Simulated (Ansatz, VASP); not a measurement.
## One calculation of TiO, two programs

```
Ti O
1.0
     0.00000    2.30517    2.30517
     2.30517    0.00000    2.30517
     2.30517    2.30517    0.00000
Ti O
1 1
Direct
  0.00000 0.00000 0.00000
  0.25000 0.25000 0.25000
```

Alike in both runs: functional r2SCAN; k mesh 16 × 16 × 16; occupations gaussian, width 0.1 eV; collinear spin.

Ansatz relaxed the structure, and its values are those at the end. VASP's run is a single point on that final structure, the one shown.

```csv
,VASP,Ansatz
version,VASP 6.6.1,Ansatz 0.2.0
potentials or method,"VASP PAW PBE potentials, release 64 (Ti_sv, O), cutoff 520 eV","scalar-relativistic, plane waves, PAW"
valence electrons in the cell,18,18
```

Ansatz gave:

| Property | Result |
| --- | --- |
| gap on the k mesh at the Fermi level (eV) | none |
| pressure (GPa) | 0.0 |
| net moment per atom (μB) | 0.17 |
| size of the moment on the site where the two differ most (μB) | 0.23 |

Question: Which values does VASP return?

Answer: gap on the k mesh at the Fermi level (eV): none; pressure (GPa): 1.2; net moment per atom (μB): 0.16; size of the moment on the site where the two differ most (μB): 0.28.

VASP's potentials were made for PBE, not for r2SCAN. Site moments also hang on the region over which each program counts them. A gap of «none» marks a metal or a gap that the smearing closes.
